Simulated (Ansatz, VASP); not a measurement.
Two plane-wave programs on Zr2H3

```
CELL_PARAMETERS angstrom
3.78208 0.00000 0.00000
0.00000 3.78208 0.00000
0.00000 0.00000 3.78208
ATOMIC_POSITIONS crystal
Zr 0.50000 0.50000 0.50000
Zr 0.00000 0.00000 0.00000
H 0.50000 0.00000 0.00000
H 0.00000 0.50000 0.00000
H 0.00000 0.00000 0.50000
```

Change from the starting cell: species swapped into the Tl2F3 type (Pm-3m, No. 221).

Alike in both runs: functional PBE; k mesh 10 × 10 × 10; occupations gaussian, width 0.1 eV; no spin polarisation.

Ansatz relaxed the structure, and its values are those at the end. VASP's run is a single point on that final structure, the one shown.

|  | VASP | Ansatz |
| --- | --- | --- |
| version | VASP 6.6.1 | Ansatz 0.2.0 |
| potentials or method | VASP PAW PBE potentials, release 64 (Zr_sv, H), cutoff 520 eV | scalar-relativistic, plane waves, PAW |
| valence electrons in the cell | 27 | 27 |

|  | VASP | Ansatz | Ansatz less VASP |
| --- | --- | --- | --- |
| gap on the k mesh at the Fermi level (eV) | none | none | - |
| pressure (GPa) | -0.1 | 0.0 | +0.05 |

A gap of «none» marks a metal or a gap that the smearing closes.
